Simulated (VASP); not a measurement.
# MgS (P6_3mc) in VASP: notebook, part 2 of 2

VASP 6.6.1. Earlier steps stand in the parts before.

## (5) Single point, r2SCAN

This run uses another cell than the first one, of 22.67 Å³/atom.

The input, POSCAR:

```
MgS
1.0
    4.0346224068      0.0000000000      0.0000000000
   -2.0173112034      3.4940854990      0.0000000000
    0.0000000000      0.0000000000      6.4322941800
S Mg
2 2
Direct
    0.6666666667      0.3333333333      0.8792441500
    0.3333333333      0.6666666667      0.3792441500
    0.3333333333      0.6666666667      0.9957548500
    0.6666666667      0.3333333333      0.4957548500
```

The input, INCAR.step1:

```
PREC     = Accurate       # precision mode
ENCUT    = 520            # plane-wave cutoff, eV
ISMEAR   = -1             # smearing method
SIGMA    = 0.05           # smearing width, eV
LREAL    = F              # projectors in reciprocal space
LASPH    = T              # aspherical terms in the spheres
NELM     = 100            # most SCF steps
NBANDS   = 16             # bands
GGA      = PE             # functional
ALGO     = Normal         # electronic algorithm
EDIFF    = 1E-4           # SCF threshold, eV
LWAVE    = T              # write WAVECAR
LCHARG   = F              # write CHGCAR
```

The input, INCAR.step2:

```
PREC     = Accurate       # precision mode
ENCUT    = 520            # plane-wave cutoff, eV
EDIFF    = 1E-7           # SCF threshold, eV
ISMEAR   = -1             # smearing method
SIGMA    = 0.05           # smearing width, eV
LREAL    = F              # projectors in reciprocal space
LASPH    = T              # aspherical terms in the spheres
NELM     = 100            # most SCF steps
ALGO     = Normal         # electronic algorithm
ISIF     = 2              # what is computed and relaxed
LWAVE    = F              # write WAVECAR
LCHARG   = F              # write CHGCAR
METAGGA  = R2SCAN         # meta-GGA
LMIXTAU  = T            
NBANDS   = 16             # bands
ISTART   = 1
```

The input, KPOINTS:

```
Automatic mesh
0
Gamma
  8 8 4
```

Potentials or basis: VASP PAW PBE potentials, release 64 (S, Mg).

Run with:

```sh
$ cat potpaw_PBE.64/S/POTCAR potpaw_PBE.64/Mg/POTCAR > POTCAR
$ cp INCAR.step1 INCAR
$ mpirun -np 1 vasp_std > vasp.out
$ cp INCAR.step2 INCAR
$ mpirun -np 1 vasp_std > vasp.out
```

OUTCAR:

```text
PREC = Accurate
   ENCUT = 520
   EDIFF = 1E-7
   ISMEAR = -1
   LREAL = F
   LASPH = T
   NELM = 100
   ISIF = 2
   METAGGA = R2SCAN
   ISTART = 1

 ion  position               nearest neighbor table
   1  0.667  0.333  0.879-   3 2.45   3 2.45   3 2.45   4 2.47
   2  0.333  0.667  0.379-   4 2.45   4 2.45   4 2.45   3 2.47
   3  0.333  0.667  0.996-   1 2.45   1 2.45   1 2.45   2 2.47
   4  0.667  0.333  0.496-   2 2.45   2 2.45   2 2.45   1 2.47

  LATTYP: Found a hexagonal cell.
 ALAT       =     4.0346224068
 C/A-ratio  =     1.5942741430

  Lattice vectors:

 A1 = (   4.0346224068,   0.0000000000,   0.0000000000)
 A2 = (  -2.0173112034,   3.4940854990,   0.0000000000)
 A3 = (   0.0000000000,   0.0000000000,   6.4322941800)

Analysis of symmetry for initial positions (statically):
=====================================================================
 Subroutine PRICEL returns:
 Original cell was already a primitive cell.

 Routine SETGRP: Setting up the symmetry group for a
 hexagonal supercell.

 Subroutine GETGRP returns: Found 12 space group operations
 (whereof  6 operations were pure point group operations)
 out of a pool of 24 trial point group operations.

The static configuration has the point symmetry C_3v.
 The point group associated with its full space group is C_6v.

Analysis of symmetry for dynamics (positions and initial velocities):
=====================================================================
 Subroutine PRICEL returns:
 Original cell was already a primitive cell.

 Routine SETGRP: Setting up the symmetry group for a
 hexagonal supercell.

 Subroutine GETGRP returns: Found 12 space group operations
 (whereof  6 operations were pure point group operations)
 out of a pool of 24 trial point group operations.

The dynamic configuration has the point symmetry C_3v.
 The point group associated with its full space group is C_6v.

 Subroutine INISYM returns: Found 12 space group operations
 (whereof  6 operations are pure point group operations),
 and found     1 'primitive' translations

----------------------------------------------------------------------------------------

                                     Primitive cell

  volume of cell :      90.6781

  direct lattice vectors                    reciprocal lattice vectors
     4.034622407  0.000000000  0.000000000     0.247854669  0.143098960  0.000000000
    -2.017311203  3.494085499  0.000000000     0.000000000  0.286197919  0.000000000
     0.000000000  0.000000000  6.432294180     0.000000000  0.000000000  0.155465526

  length of vectors
     4.034622407  4.034622407  6.432294180     0.286197919  0.286197919  0.155465526

  position of ions in fractional coordinates (direct lattice)
     0.666666667  0.333333333  0.879244150
     0.333333333  0.666666667  0.379244150
     0.333333333  0.666666667  0.995754850
     0.666666667  0.333333333  0.495754850

  ion indices of the primitive-cell ions
   primitive index   ion index
                 1           1
                 2           2
                 3           3
                 4           4

----------------------------------------------------------------------------------------

 KPOINTS: Automatic mesh

[... 25 lines left out ...]
  0.125000  0.000000  0.000000      6.000000
  0.250000  0.000000  0.000000      6.000000
  0.375000  0.000000  0.000000      6.000000
  0.500000  0.000000  0.000000      3.000000
  0.125000  0.125000  0.000000      6.000000
[... 16 lines left out ...]
  0.250000  0.000000  0.500000      6.000000
  0.375000  0.000000  0.500000      6.000000
 [... further k-points ...]
   k-points           NKPTS =     30   k-points in BZ     NKDIM =     30   number of bands    NBANDS=     16
   number of dos      NEDOS =    301   number of ions     NIONS =      4
   total plane-waves  NPLWV =  43200
   dimension x,y,z NGX =    30 NGY =   30 NGZ =   48
   dimension x,y,z NGXF=    60 NGYF=   60 NGZF=   96
   ions per type =               2   2
   NGX,Y,Z   is equivalent  to a cutoff of  12.36, 12.36, 12.41 a.u.
   NGXF,Y,Z  is equivalent  to a cutoff of  24.72, 24.72, 24.81 a.u.
 SYSTEM =  unknown system
   PREC   = accura    normal or accurate (medium, high low for compatibility)
   ISTART =      1    job   : 0-new  1-cont  2-samecut
   ICHARG =      0    charge: 1-file 2-atom 10-const
   ISPIN  =      1    spin polarized calculation?
   LNONCOLLINEAR =      F non collinear calculations
   LSORBIT =      F    spin-orbit coupling
   LASPH  =      T    aspherical Exc in radial PAW
   ENCUT  =  520.0 eV  38.22 Ry    6.18 a.u.   7.50  7.50 11.96*2*pi/ulx,y,z
   NELM   =    100;   NELMIN=  2; NELMDL=  0     # of ELM steps
   EDIFF  = 0.1E-06   stopping-criterion for ELM
   LREAL  =      F    real-space projection
   EDIFFG = 0.1E-05   stopping-criterion for IOM
   NSW    =      0    number of steps for IOM
   IBRION =     -1    ionic relax: 0-MD 1-quasi-New 2-CG
   NFREE  =      0    steps in history (QN), initial steepest desc. (CG)
   ISIF   =      2    stress and relaxation
   ISYM   =      2    0-nonsym 1-usesym 2-fastsym
   POTIM  = 0.5000    time-step for ionic-motion
   TEBEG  =    0.0;   TEEND  =   0.0 temperature during run
   PSTRESS=    0.0 pullay stress
   NELECT =      16.0000    total number of electrons
   NUPDOWN=      -1.0000    fix difference up-down
   EMIN   =  10.00;   EMAX   =-10.00  energy-range for DOS
   EFERMI =   0.00;   METHOD = LEGACY
   ISMEAR =    -1;   SIGMA  =   0.05  broadening in eV -4-tet -1-fermi 0-gaus
   EFERMI_NEDOS =   21; number of points for ismear=-14 and -15
   IALGO  =     38    algorithm
   IMIX   =      4    mixing-type and parameters
     AMIX     =   0.40;   BMIX     =  1.00
     AMIX_MAG =   1.60;   BMIX_MAG =  1.00
  volume/ion in A,a.u.               =      22.67       152.98
  Fermi-wavevector in a.u.,A,eV,Ry     =   0.918221  1.735187 11.471486  0.843130
  Thomas-Fermi vector in A             =   2.043279
   LORBIT       =      0    0 simple, 1 ext, 2 COOP (PROOUT), +10 PAW based schemes
   METAGGA = R2SCAN    functional components
   LHFCALC =     F    Hartree Fock is set to
   AEXX    =    0.0000 exact exchange contribution
   IVDW    =     0    specifies the selected vdW correction
   LEPSILON=     F    determine dielectric tensor
   LRPA    =     F    only Hartree local field effects (RPA)
 non-spin polarized calculation
  energy-cutoff  :      520.00
  volume of cell :       90.68
 maximum number of plane-waves:      2464
 NGX is ok and might be reduce to    30
   NGX = 15   NGY = 15   NGZ = 23

 number of electron      16.0000004 magnetization

 Free energy of the ion-electron system (eV)
  ---------------------------------------------------
  ext. energy  EPLUGINS =         0.00000000
  ---------------------------------------------------
  free energy    TOTEN  =       -30.93524013 eV

  energy without entropy =      -30.93524013  energy(sigma->0) =      -30.93524013

 E-fermi :   1.8879     XC(G=0):  -8.7722

 val. band max:        0.9089780421   @ k =   0.0000   0.0000   0.0000
 cond. band min:       5.0119789166   @ k =   0.0000   0.0000   0.0000
 fundamental gap:      4.1030008744
 Fermi energy:         1.8879321570

 k-point     1 :       0.0000    0.0000    0.0000
  band No.  band energies     occupation
      1     -10.9793      2.00000
      2     -10.2325      2.00000
      3      -2.3399      2.00000
      4       0.3141      2.00000
      5       0.3141      2.00000
      6       0.7398      2.00000
[... 433 lines left out ...]
      3      -1.9889      2.00000
      4      -1.9889      2.00000
      5       0.0367      2.00000
      6       0.0367      2.00000
[... 8 lines left out ...]
     15      10.7483      0.00000
     16      10.7483      0.00000

 [... further k-points ...]

------------------------ aborting loop because EDIFF is reached ----------------------------------------

  FORCE on cell =-STRESS in cart. coord.  units (eV):
  Direction    XX          YY          ZZ          XY          YZ          ZX
  --------------------------------------------------------------------------------------
  -------------------------------------------------------------------------------------
  Total       -0.1251838     -0.1251838     -0.2094053      0.0000000      0.0000000      0.0000000
  in kB       -2.2118532     -2.2118532     -3.6999503      0.0000000      0.0000000      0.0000000
  external PRESSURE =      -2.7078856 kB  Pullay stress =       0.0000000 kB

 VOLUME and BASIS-vectors are now :
 -----------------------------------------------------------------------------
  energy-cutoff  :      520.00
  volume of cell :       90.68
      direct lattice vectors                 reciprocal lattice vectors
     4.034622407  0.000000000  0.000000000     0.247854669  0.143098960  0.000000000
    -2.017311203  3.494085499  0.000000000     0.000000000  0.286197919  0.000000000
     0.000000000  0.000000000  6.432294180     0.000000000  0.000000000  0.155465526

 POSITION                                       TOTAL-FORCE (eV/Angst)
 -----------------------------------------------------------------------------------
      2.01731      1.16470      5.65556         0.000000     -0.000000     -0.056561
     -0.00000      2.32939      2.43941         0.000000     -0.000000     -0.056561
     -0.00000      2.32939      6.40499         0.000000      0.000000      0.056561
      2.01731      1.16470      3.18884        -0.000000     -0.000000      0.056561
 -----------------------------------------------------------------------------------
    total drift:                               -0.000000     -0.000000      0.006055

  FREE ENERGIE OF THE ION-ELECTRON SYSTEM (eV)
  ---------------------------------------------------
  free  energy   TOTEN  =       -30.9352401301 eV

  energy  without entropy=      -30.9352401301  energy(sigma->0) =      -30.93524013
```

Wall time 4 min (1 thread of Intel Xeon 8259CL, shared host); peak memory 0.23 GiB.

Results:

```yaml
Free_energy: -30.9352 eV
Pressure: -0.3 GPa
Largest_force: 0.057 eV/Å
Band_gap_on_the_k_mesh: 4.10 eV
```

Forces on the atoms (eV/Å):
```
S    0.000  0.000 -0.057
S    0.000  0.000 -0.057
Mg   0.000  0.000  0.057
Mg   0.000  0.000  0.057
```

Levels at points of the mesh, in eV from the valence-band top:
| k point | band 6 | band 7 | band 8 | band 9 | band 10 | band 11 |
| --- | --- | --- | --- | --- | --- | --- |
| (0.00, 0.00, 0.00) | -0.17 | -0.17 | 0.00 | 4.10 | 5.34 | 8.08 |
| (0.50, 0.00, 0.00) | -1.28 | -0.93 | -0.49 | 5.24 | 5.69 | 6.43 |
| (0.00, 0.00, 0.50) | -0.39 | -0.39 | -0.39 | 5.57 | 5.57 | 8.21 |
| (0.50, 0.00, 0.50) | -0.92 | -0.82 | -0.82 | 5.16 | 5.16 | 6.90 |

Caveat: the PAW data sets were made with another functional, which shifts forces and pressure a little.

## (6) Single point, r2SCAN

This run uses another cell than the first one, of 23.12 Å³/atom.

The input, POSCAR:

```
MgS
1.0
    4.0613425392      0.0000000000      0.0000000000
   -2.0306712696      3.5172258124      0.0000000000
    0.0000000000      0.0000000000      6.4748933962
S Mg
2 2
Direct
    0.6666666667      0.3333333333      0.8792441500
    0.3333333333      0.6666666667      0.3792441500
    0.3333333333      0.6666666667      0.9957548500
    0.6666666667      0.3333333333      0.4957548500
```

The input, INCAR.step1:

```
SYSTEM = MgS
PREC     = Accurate       ! precision mode
ENCUT    = 520            ! plane-wave cutoff, eV
ISMEAR   = -1             ! smearing method
SIGMA    = 0.05           ! smearing width, eV
LREAL    = .False.        ! projectors in reciprocal space
LASPH    = .True.         ! aspherical terms in the spheres
NELM     = 100            ! most SCF steps
NBANDS   = 16             ! bands
GGA      = PE             ! functional
ALGO     = Normal         ! electronic algorithm
EDIFF    = 1E-4           ! SCF threshold, eV
LWAVE    = .True.         ! write WAVECAR
LCHARG   = .False.        ! write CHGCAR
```

The input, INCAR.step2:

```
SYSTEM = MgS
PREC     = Accurate       ! precision mode
ENCUT    = 520            ! plane-wave cutoff, eV
EDIFF    = 1E-7           ! SCF threshold, eV
ISMEAR   = -1             ! smearing method
SIGMA    = 0.05           ! smearing width, eV
LREAL    = .False.        ! projectors in reciprocal space
LASPH    = .True.         ! aspherical terms in the spheres
NELM     = 100            ! most SCF steps
ALGO     = Normal         ! electronic algorithm
ISIF     = 2              ! what is computed and relaxed
LWAVE    = .False.        ! write WAVECAR
LCHARG   = .True.         ! write CHGCAR
METAGGA  = R2SCAN         ! meta-GGA
LMIXTAU  = .True.       
LELF     = .True.         ! ELF
LVHAR    = .True.       
NBANDS   = 16             ! bands
ISTART   = 1
```

The input, KPOINTS:

```
regular mesh
0
Gamma
  8 8 4
  0 0 0
```

Potentials or basis: VASP PAW PBE potentials, release 64 (S, Mg).

Run with:

```sh
$ cat potpaw_PBE.64/S/POTCAR potpaw_PBE.64/Mg/POTCAR > POTCAR
$ cp INCAR.step1 INCAR
$ mpirun -np 1 vasp_std > vasp.out
$ cp INCAR.step2 INCAR
$ mpirun -np 1 vasp_std > vasp.out
```

It took 5.5 min on 1 thread of Intel Xeon 8259CL, shared host; peak memory 0.23 GiB.

Results (log left out):

```yaml
Free_energy: -30.9259 eV
Pressure: -1.4 GPa
Largest_force: 0.058 eV/Å
Band_gap_on_the_k_mesh: 4.00 eV
```

Forces on the atoms (eV/Å):
```
S    0.000  0.000 -0.058
S    0.000  0.000 -0.058
Mg   0.000  0.000  0.058
Mg   0.000  0.000  0.058
```

Levels at points of the mesh, in eV from the valence-band top:
```
           k point  band 6  band 7  band 8  band 9  band 10  band 11
(0.00, 0.00, 0.00)   -0.17   -0.17    0.00    4.00     5.28     8.04
(0.50, 0.00, 0.00)   -1.25   -0.91   -0.48    5.24     5.68     6.35
(0.00, 0.00, 0.50)   -0.38   -0.38   -0.38    5.47     5.47     8.18
(0.50, 0.00, 0.50)   -0.90   -0.80   -0.80    5.14     5.14     6.86
```

Caveat: the PAW data sets were made with another functional, which shifts forces and pressure a little.

## (7) Overview

| cell | gap on the mesh (eV) | pressure (GPa) | largest force (eV/Å) |
| --- | --- | --- | --- |
| a = 3.952, b = 3.952, c = 6.301 Å, angles 90.0, 90.0, 120.0°, 4 atoms | 4.44 | 3.9 | 0.05 |
| a = 3.980, b = 3.980, c = 6.345 Å, angles 90.0, 90.0, 120.0°, 4 atoms | 4.32 | 2.4 | 0.05 |
| a = 4.008, b = 4.008, c = 6.389 Å, angles 90.0, 90.0, 120.0°, 4 atoms | 4.21 | 1.0 | 0.05 |
| a = 4.035, b = 4.035, c = 6.432 Å, angles 90.0, 90.0, 120.0°, 4 atoms | 4.10 | -0.3 | 0.06 |
| a = 4.061, b = 4.061, c = 6.475 Å, angles 90.0, 90.0, 120.0°, 4 atoms | 4.00 | -1.4 | 0.06 |

Alike in all rows: task single point; level r2SCAN; potentials or basis VASP PAW PBE potentials, release 64 (S, Mg); no spin polarisation; k mesh 8 × 8 × 4; cutoff (eV) 520; smearing fermi-dirac 0.05 eV.

Caveats: the PAW data sets were made with another functional, which shifts forces and pressure a little; the cell stands under pressure (at least some runs).

Absolute energies hang on the potentials; compare differences alone.
